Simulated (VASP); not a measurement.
# Bi (Im-3m) in VASP: further runs

Bi is run at these levels: PBE, PBEsol; tasks: single point.

Everything below comes from runs of VASP 6.6.1. Logs are shortened: lines on timing, memory, paths and dates and some standing lists are left out, and cuts for length are marked.

**1. The cell of the first run**

It takes space group Im-3m (No. 229, cubic). Conventional cell: a = 3.963 Å, b = 3.963 Å, c = 3.963 Å, α = 90.00°, β = 90.00°, γ = 90.00°. Bi (site symmetry m-3m) has 14 Bi at 3.43 to 3.96 Å within 4.5 Å.

**2. Single point, PBE, non-collinear spin, zero start, spin-orbit coupling**

The input, INCAR:

```
SYSTEM = Bi
  PREC = Accurate
  ENCUT = 520
  EDIFF = 1E-7
  ISMEAR = -1
  SIGMA = 0.05
  LREAL = .FALSE.
  LASPH = .TRUE.
  NELM = 150
  ALGO = Normal
  ISIF = 2
  LWAVE = .FALSE.
  LCHARG = .TRUE.
  MAGMOM = 0 0 0
  LORBIT = 11
  LSORBIT = .TRUE.
  GGA_COMPAT = .FALSE.
  LORBMOM = .TRUE.
  GGA = PE
  LVHAR = .TRUE.
  NBANDS = 26
```

The input, KPOINTS:

```
Automatic mesh
0
G
  7 7 7
  0 0 0
```

The input, POSCAR:

```
Bi
1.0
   -1.9814305318      1.9814305318      1.9814305318
    1.9814305318     -1.9814305318      1.9814305318
    1.9814305318      1.9814305318     -1.9814305318
Bi
1
Direct
    0.0000000000      0.0000000000      0.0000000000
```

Potentials or basis: VASP PAW PBE potentials, release 64 (Bi_d).

On the command line:

```
$ cat potpaw_PBE.64/Bi_d/POTCAR > POTCAR
$ mpirun -np 1 vasp_ncl > vasp.out
```

OUTCAR:

```text
SYSTEM = Bi
   PREC = Accurate
   ENCUT = 520
   EDIFF = 1E-7
   ISMEAR = -1
   LREAL = .FALSE.
   LASPH = .TRUE.
   NELM = 150
   ISIF = 2
   LORBIT = 11
   LSORBIT = .TRUE.
   GGA = PE

 ion  position               nearest neighbor table
   1  0.000  0.000  0.000-

  LATTYP: Found a body centered cubic cell.
 ALAT       =     3.9628610636

  Lattice vectors:

 A1 = (  -1.9814305318,   1.9814305318,   1.9814305318)
 A2 = (   1.9814305318,  -1.9814305318,   1.9814305318)
 A3 = (   1.9814305318,   1.9814305318,  -1.9814305318)

Analysis of symmetry for initial positions (statically):
=====================================================================
 Subroutine PRICEL returns:
 Original cell was already a primitive cell.

 Routine SETGRP: Setting up the symmetry group for a
 body centered cubic supercell.

 Subroutine GETGRP returns: Found 48 space group operations
[... 9 lines left out ...]

 Routine SETGRP: Setting up the symmetry group for a
 body centered cubic supercell.

 Subroutine GETGRP returns: Found 48 space group operations
 (whereof 48 operations were pure point group operations)
 out of a pool of 48 trial point group operations.

The dynamic configuration has the point symmetry O_h .

Analysis of structural, dynamic, and magnetic symmetry:
=====================================================================
 Subroutine PRICEL returns:
 Original cell was already a primitive cell.

 Routine SETGRP: Setting up the symmetry group for a
 body centered cubic supercell.

 Subroutine GETGRP returns: Found 48 space group operations
 (whereof 48 operations were pure point group operations)
 out of a pool of 48 trial point group operations.

The overall configuration has the point symmetry O_h .

 Subroutine INISYM returns: Found 48 space group operations
[... 5 lines left out ...]
                                     Primitive cell

  volume of cell :      31.1169

  direct lattice vectors                    reciprocal lattice vectors
    -1.981430532  1.981430532  1.981430532     0.000000000  0.252342937  0.252342937
     1.981430532 -1.981430532  1.981430532     0.252342937  0.000000000  0.252342937
     1.981430532  1.981430532 -1.981430532     0.252342937  0.252342937  0.000000000

  length of vectors
     3.431938353  3.431938353  3.431938353     0.356866804  0.356866804  0.356866804

  position of ions in fractional coordinates (direct lattice)
     0.000000000  0.000000000  0.000000000

  ion indices of the primitive-cell ions
   primitive index   ion index
                 1           1

----------------------------------------------------------------------------------------

 KPOINTS: Automatic mesh

Automatic generation of k-mesh.
 Grid dimensions read from file:
 generate k-points for:    7    7    7

 Generating k-lattice:

  Cartesian coordinates                     Fractional coordinates (reciprocal lattice)
     0.000000000  0.036048991  0.036048991     0.142857143  0.000000000  0.000000000
     0.036048991  0.000000000  0.036048991     0.000000000  0.142857143  0.000000000
     0.036048991  0.036048991  0.000000000     0.000000000  0.000000000  0.142857143

  Length of vectors
     0.050980972  0.050980972  0.050980972

  Shift w.r.t. Gamma in fractional coordinates (k-lattice)
     0.000000000  0.000000000  0.000000000

 Subroutine IBZKPT returns following result:
 ===========================================

 Found     20 irreducible k-points:

 Following reciprocal coordinates:
            Coordinates               Weight
  0.000000  0.000000  0.000000      1.000000
  0.142857  0.000000  0.000000     12.000000
  0.285714  0.000000  0.000000     12.000000
  0.428571  0.000000  0.000000     12.000000
  0.142857  0.142857  0.000000     24.000000
  0.285714  0.142857 -0.000000     48.000000
[... 12 lines left out ...]
 -0.428571 -0.428571  0.285714      8.000000
 -0.428571  0.428571  0.428571      6.000000
   k-points           NKPTS =     20   k-points in BZ     NKDIM =     20   number of bands    NBANDS=     26
   number of dos      NEDOS =    301   number of ions     NIONS =      1
   total plane-waves  NPLWV =  21952
   dimension x,y,z NGX =    28 NGY =   28 NGZ =   28
   dimension x,y,z NGXF=    56 NGYF=   56 NGZF=   56
   ions per type =               1
   NGX,Y,Z   is equivalent  to a cutoff of  13.56, 13.56, 13.56 a.u.
   NGXF,Y,Z  is equivalent  to a cutoff of  27.13, 27.13, 27.13 a.u.
 SYSTEM =  Bi
   PREC   = accura    normal or accurate (medium, high low for compatibility)
   ISTART =      0    job   : 0-new  1-cont  2-samecut
   ICHARG =      2    charge: 1-file 2-atom 10-const
   ISPIN  =      1    spin polarized calculation?
   LNONCOLLINEAR =      T non collinear calculations
   LSORBIT =      T    spin-orbit coupling
   LASPH  =      T    aspherical Exc in radial PAW
   ENCUT  =  520.0 eV  38.22 Ry    6.18 a.u.   6.38  6.38  6.38*2*pi/ulx,y,z
   NELM   =    150;   NELMIN=  2; NELMDL= -5     # of ELM steps
   EDIFF  = 0.1E-06   stopping-criterion for ELM
   LREAL  =      F    real-space projection
   EDIFFG = 0.1E-05   stopping-criterion for IOM
   NSW    =      0    number of steps for IOM
   IBRION =     -1    ionic relax: 0-MD 1-quasi-New 2-CG
[... 8 lines left out ...]
   EMIN   =  10.00;   EMAX   =-10.00  energy-range for DOS
   EFERMI =   0.00;   METHOD = LEGACY
   ISMEAR =    -1;   SIGMA  =   0.05  broadening in eV -4-tet -1-fermi 0-gaus
   EFERMI_NEDOS =   21; number of points for ismear=-14 and -15
   IALGO  =     38    algorithm
   IMIX   =      4    mixing-type and parameters
     AMIX     =   0.40;   BMIX     =  1.00
     AMIX_MAG =   1.60;   BMIX_MAG =  1.00
  volume/ion in A,a.u.               =      31.12       209.99
  Fermi-wavevector in a.u.,A,eV,Ry     =   1.283630  2.425708 22.418388  1.647705
  Thomas-Fermi vector in A             =   2.415871
   LORBIT       =     11    0 simple, 1 ext, 2 COOP (PROOUT), +10 PAW based schemes
   GGA     = PE    functional components
   LHFCALC =     F    Hartree Fock is set to
   AEXX    =    0.0000 exact exchange contribution
   IVDW    =     0    specifies the selected vdW correction
   LEPSILON=     F    determine dielectric tensor
   LRPA    =     F    only Hartree local field effects (RPA)
  energy-cutoff  :      520.00
  volume of cell :       31.12
 maximum number of plane-waves:      1774
 NGX is ok and might be reduce to    28
   NGX = 13   NGY = 13   NGZ = 13

 number of electron      15.0000000 magnetization       0.0000000      0.0000000      0.0000000

 number of electron      14.9999994 magnetization      -0.0000000      0.0000000      0.0000000

 number of electron      14.9999994 magnetization       0.0000000     -0.0000000     -0.0000000

 Free energy of the ion-electron system (eV)
  ---------------------------------------------------
  ext. energy  EPLUGINS =         0.00000000
  ---------------------------------------------------
  free energy    TOTEN  =        -4.56250521 eV

  energy without entropy =       -4.55753615  energy(sigma->0) =       -4.56002068

 E-fermi :   8.0941     XC(G=0): -10.2577

 val. band max:        7.7839735406   @ k =  -0.2857   0.2857   0.2857
 cond. band min:       8.2004957385   @ k =  -0.4286   0.4286   0.2857
 fundamental gap:      0.4165221978
 Fermi energy:         8.0940619645

 k-point     1 :       0.0000    0.0000    0.0000
  band No.  band energies     occupation
      1     -16.6488      1.00000
      2     -16.6488      1.00000
      3     -16.6488      1.00000
      4     -16.6488      1.00000
      5     -13.7498      1.00000
      6     -13.7498      1.00000
[... 18 lines left out ...]
     25      18.4198      0.00000
     26      18.4198      0.00000

 k-point     2 :       0.1429    0.0000    0.0000
  band No.  band energies     occupation
      1     -16.6468      1.00000
      2     -16.6468      1.00000
      3     -16.6385      1.00000
      4     -16.6385      1.00000
      5     -13.7338      1.00000
      6     -13.7338      1.00000
[... 18 lines left out ...]
     25      19.1541      0.00000
     26      19.1541      0.00000

 k-point     3 :       0.2857    0.0000    0.0000
  band No.  band energies     occupation
      1     -16.6428      1.00000
      2     -16.6428      1.00000
      3     -16.6166      1.00000
      4     -16.6166      1.00000
      5     -13.7131      1.00000
      6     -13.7131      1.00000
[... 18 lines left out ...]
     25      20.3331      0.00000
     26      20.3331      0.00000

 k-point     4 :       0.4286    0.0000    0.0000
  band No.  band energies     occupation
      1     -16.6399      1.00000
      2     -16.6399      1.00000
      3     -16.6001      1.00000
      4     -16.6001      1.00000
      5     -13.7191      1.00000
      6     -13.7191      1.00000
[... 18 lines left out ...]
     25      21.3752      0.00000
     26      21.3752      0.00000
[... 380 lines left out ...]
      1     -16.6139      1.00000
      2     -16.6139      1.00000
      3     -16.5998      1.00000
      4     -16.5998      1.00000
      5     -13.6821      1.00000
      6     -13.6821      1.00000
[... 18 lines left out ...]
     25      20.4936      0.00000
     26      20.4936      0.00000

 k-point    19 :      -0.4286   -0.4286    0.2857
  band No.  band energies     occupation
      1     -16.6095      1.00000
      2     -16.6095      1.00000
      3     -16.5979      1.00000
      4     -16.5979      1.00000
      5     -13.6820      1.00000
      6     -13.6820      1.00000
[... 18 lines left out ...]
     25      23.5933      0.00000
     26      23.5942      0.00000

 k-point    20 :      -0.4286    0.4286    0.4286
  band No.  band energies     occupation
      1     -16.6020      1.00000
      2     -16.6020      1.00000
      3     -16.6002      1.00000
      4     -16.6002      1.00000
      5     -13.6682      1.00000
      6     -13.6682      1.00000
[... 18 lines left out ...]
     25      23.6658      0.00000
     26      23.6658      0.00000

------------------------ aborting loop because EDIFF is reached ----------------------------------------

  FORCE on cell =-STRESS in cart. coord.  units (eV):
  Direction    XX          YY          ZZ          XY          YZ          ZX
  --------------------------------------------------------------------------------------
  -------------------------------------------------------------------------------------
  Total        0.4629212      0.4629212      0.4629212     -0.0000000     -0.0000000     -0.0000000
  in kB       23.8353258     23.8353258     23.8353258     -0.0000000     -0.0000000     -0.0000000
  external PRESSURE =      23.8353258 kB  Pullay stress =       0.0000000 kB

 VOLUME and BASIS-vectors are now :
 -----------------------------------------------------------------------------
  energy-cutoff  :      520.00
  volume of cell :       31.12
      direct lattice vectors                 reciprocal lattice vectors
    -1.981430532  1.981430532  1.981430532     0.000000000  0.252342937  0.252342937
     1.981430532 -1.981430532  1.981430532     0.252342937  0.000000000  0.252342937
     1.981430532  1.981430532 -1.981430532     0.252342937  0.252342937  0.000000000

 POSITION                                       TOTAL-FORCE (eV/Angst)
 -----------------------------------------------------------------------------------
      0.00000      0.00000      0.00000         0.000000      0.000000      0.000000
 -----------------------------------------------------------------------------------
    total drift:                               -0.000000     -0.000000     -0.000000

  FREE ENERGIE OF THE ION-ELECTRON SYSTEM (eV)
  ---------------------------------------------------
  free  energy   TOTEN  =        -4.5625052083 eV

  energy  without entropy=       -4.5575361505  energy(sigma->0) =       -4.56002068

 orbital moment (x)

 # of ion     p       d       tot
 ----------------------------------------
  1        -0.000   0.000   0.000
 ----------------------------------------
           -0.000   0.000   0.000

 orbital moment (y)

 # of ion     p       d       tot
 ----------------------------------------
  1         0.000   0.000   0.000
 ----------------------------------------
            0.000   0.000   0.000

 orbital moment (z)

 # of ion     p       d       tot
 ----------------------------------------
  1         0.000   0.000   0.000
 ----------------------------------------
            0.000   0.000   0.000

 Spin-Orbit-Coupling matrix elements

 Ion:    1  E_soc:     -1.7463429
 l=   1
     0.0000000    -0.2248408    -0.2248408
    -0.2248408     0.0000000    -0.2248408
    -0.2248408    -0.2248408     0.0000000
 l=   2
     0.0000000    -0.0132897     0.0000000    -0.0132897    -0.0529267
    -0.0132897     0.0000000    -0.0396950    -0.0132897    -0.0132317
     0.0000000    -0.0396950     0.0000000    -0.0396950     0.0000000
    -0.0132897    -0.0132897    -0.0396950     0.0000000    -0.0132317
    -0.0529267    -0.0132317     0.0000000    -0.0132317     0.0000000
 l=   3
     0.0000000     0.0000000     0.0000000     0.0000000     0.0000000     0.0000000     0.0000000
     0.0000000     0.0000000     0.0000000     0.0000000     0.0000000     0.0000000     0.0000000
     0.0000000     0.0000000     0.0000000     0.0000000     0.0000000     0.0000000     0.0000000
     0.0000000     0.0000000     0.0000000     0.0000000     0.0000000     0.0000000     0.0000000
     0.0000000     0.0000000     0.0000000     0.0000000     0.0000000     0.0000000     0.0000000
     0.0000000     0.0000000     0.0000000     0.0000000     0.0000000     0.0000000     0.0000000
     0.0000000     0.0000000     0.0000000     0.0000000     0.0000000     0.0000000     0.0000000

 total charge

# of ion       s       p       d       tot
------------------------------------------
    1        1.549   1.281   9.920  12.750

 magnetization (x)

# of ion       s       p       d       tot
------------------------------------------
    1        0.000   0.000   0.000   0.000

 magnetization (y)

# of ion       s       p       d       tot
------------------------------------------
    1        0.000   0.000   0.000   0.000

 magnetization (z)

# of ion       s       p       d       tot
------------------------------------------
    1        0.000   0.000  -0.000   0.000
```

It took 41 s on 1 thread of Intel Xeon Platinum 8259CL at 2.50GHz (Skylake/Cascade Lake), shared host; peak memory 0.24 GiB.

What came out:

```
Free energy                                           : -4.5625 eV
Pressure                                              : 2.4 GPa
Net moment                                            : 0.00 μB per cell
Valence electrons inside the program's atomic spheres : Bi 12.75
```

Moments on the atoms (μB; x, y, z):
```
Bi  0.00 0.00 0.00
```

**3. Single point, PBEsol**

This run uses another cell than the first one, of 22.94 Å³/atom, 0.737 times its volume.

The input, INCAR:

```
ALGO = Normal
EDIFF = 1E-6
ENCUT = 520
GGA = PS
ISIF = 2
ISMEAR = -1
LASPH = True
LCHARG = False
LREAL = False
LWAVE = False
NBANDS = 14
NELM = 60
PREC = Accurate
SIGMA = 0.05
```

The input, KPOINTS:

```
k-points
0
Gamma
  9 9 9
```

The input, POSCAR:

```
Bi
1.0
   -1.7898629917      1.7898629917      1.7898629917
    1.7898629917     -1.7898629917      1.7898629917
    1.7898629917      1.7898629917     -1.7898629917
Bi
1
Direct
    0.0000000000      0.0000000000      0.0000000000
```

Potentials or basis: VASP PAW PBE potentials, release 64 (Bi_d).

On the command line:

```
$ cat potpaw_PBE.64/Bi_d/POTCAR > POTCAR
$ mpirun -np 1 vasp_std > vasp.out
```

Run time: 7.5 s. Hardware: 1 thread of AMD EPYC 7R13 (Zen 3), shared host; peak memory 0.11 GiB.

It converged, with:

```
Free energy : -3.7255 eV
Pressure    : 29.9 GPa
```

Levels at points of the mesh, in eV from the Fermi level:
| k point | band 3 | band 4 | band 5 | band 6 | band 7 | band 8 | band 9 | band 10 | band 11 | band 12 |
| --- | --- | --- | --- | --- | --- | --- | --- | --- | --- | --- |
| (0.00, 0.00, 0.00) | -23.60 | -23.26 | -23.26 | -16.36 | 7.50 | 7.50 | 7.50 | 10.13 | 10.13 | 10.13 |

Caveat: the PAW data sets were made with another functional, which shifts forces and pressure a little; spin-orbit coupling is left out, which moves the levels of the heavy elements.

[end of part 1 of 2]
